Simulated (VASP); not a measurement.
A run of VASP 6.6.1 is set up as follows.

INCAR

```
PREC = Accurate
ENCUT = 600
EDIFF = 1E-6
ISMEAR = 0
SIGMA = 0.1
LREAL = F
LASPH = T
NELM = 80
ALGO = Normal
ISIF = 3
LWAVE = F
LCHARG = F
GGA = PE
IBRION = 2
NSW = 90
EDIFFG = -0.04
```

KPOINTS

```
Automatic mesh
0
Gamma
  4 4 4
```

File POSCAR:

```
PtAuC6N6
1.0
    0.0000000000      5.0945000000      5.0945000000
    5.0945000000      0.0000000000      5.0945000000
    5.0945000000      5.0945000000      0.0000000000
Pt C Au N
1 6 1 6
Direct
    0.5000000000      0.5000000000      0.5000000000
    0.8118559200      0.1881440800      0.1881440800
    0.1881440800      0.8118559200      0.1881440800
    0.1881440800      0.1881440800      0.8118559200
    0.1881440800      0.8118559200      0.8118559200
    0.8118559200      0.1881440800      0.8118559200
    0.8118559200      0.8118559200      0.1881440800
    0.0000000000      0.0000000000      0.0000000000
    0.6970262000      0.3029738000      0.3029738000
    0.3029738000      0.6970262000      0.3029738000
    0.3029738000      0.3029738000      0.6970262000
    0.3029738000      0.6970262000      0.6970262000
    0.6970262000      0.3029738000      0.6970262000
    0.6970262000      0.6970262000      0.3029738000
```

Potentials or basis: VASP PAW PBE potentials, release 64 (Pt, C, Au, N).

Launch:

```bash
$ cat potpaw_PBE.64/Pt/POTCAR potpaw_PBE.64/C/POTCAR potpaw_PBE.64/Au/POTCAR potpaw_PBE.64/N/POTCAR > POTCAR
$ mpirun -np 1 vasp_std > vasp.out
```

Task: Predict the relaxed cell.

Result: a = 7.728 Å, b = 7.728 Å, c = 7.728 Å, α = 60.00°, β = 60.00°, γ = 60.00°.

Task: What does it give for the space group after relaxing (to 0.1 Å)?

Result: Fm-3m (No. 225).

Task: What does it give for the relaxed volume?

Result: 23.31 Å³/atom.

Task: Predict the band gap on the k mesh.

Result: Zero (an odd number of electrons rules out a gap without spin polarisation).

Final structure:
```
Pt C Au N
1.0
     0.00000    5.46436    5.46436
     5.46436    0.00000    5.46436
     5.46436    5.46436    0.00000
Pt C Au N
1 6 1 6
Direct
  0.50000 0.50000 0.50000
  0.79286 0.20714 0.20714
  0.20714 0.79286 0.20714
  0.20714 0.20714 0.79286
  0.20714 0.79286 0.79286
  0.79286 0.20714 0.79286
  0.79286 0.79286 0.20714
  0.00000 0.00000 0.00000
  0.68562 0.31438 0.31438
  0.31438 0.68562 0.31438
  0.31438 0.31438 0.68562
  0.31438 0.68562 0.68562
  0.68562 0.31438 0.68562
  0.68562 0.68562 0.31438
```

Caveat: the volume moved by over 15 % at a fixed basis, so the end points are rough; spin-orbit coupling is left out, which moves the levels of the heavy elements; an odd number of electrons without spin polarisation forces a metal; a magnetic or distorted state may lie lower.
